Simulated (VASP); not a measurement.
Write the native input for VASP 6.6.1 that does the following.

```yaml
Task: single point
Functional: LDA
Potentials_or_basis: VASP PAW LDA potentials, release 64 (Ga_d, N)
Cutoff: 520 eV
k_mesh: 12 × 12 × 6
Occupations: gaussian, width 0.02 eV
Spin: no spin polarisation
Dipole_correction: no
Further_INCAR_settings: ALGO = Normal; EDIFF = 1e-06; NBANDS = 26
```

The structure of GaN lies in POSCAR:

```
GaN
1.0
    3.1518084845      0.0000000000      0.0000000000
   -1.5759042423      2.7295462154      0.0000000000
    0.0000000000      0.0000000000      5.1384146511
Ga N
2 2
Direct
    0.3333333333      0.6666666667     -0.0007033890
    0.6666666667      0.3333333333      0.4992966110
    0.3333333333      0.6666666667      0.3757033890
    0.6666666667      0.3333333333      0.8757033890
```

One way to write it, as run:

INCAR

```
PREC     = Accurate       # precision mode
ENCUT    = 520            # plane-wave cutoff, eV
EDIFF    = 1E-6           # SCF threshold, eV
ISMEAR   = 0              # smearing method
SIGMA    = 0.02           # smearing width, eV
LREAL    = F              # projectors in reciprocal space
LASPH    = T              # aspherical terms in the spheres
NELM     = 100            # most SCF steps
ALGO     = Normal         # electronic algorithm
ISIF     = 2              # what is computed and relaxed
LWAVE    = F              # write WAVECAR
LCHARG   = F              # write CHGCAR
GGA      = CA             # functional
NBANDS   = 26             # bands
```

KPOINTS

```
Automatic mesh
0
Gamma
  12 12 6
```

Potentials or basis: VASP PAW LDA potentials, release 64 (Ga_d, N).

Run with:

```bash
$ cat potpaw_LDA.64/Ga_d/POTCAR potpaw_LDA.64/N/POTCAR > POTCAR
$ mpirun -np 1 vasp_std > vasp.out
```

Results of the run:

```
Pressure               : 1.1 GPa
Band gap on the k mesh : 2.15 eV, direct
```

It took 62 s on 1 thread of Intel(R) Xeon(R) Platinum 8488C (Sapphire Rapids), on a shared host, peak memory 0.18 GiB.
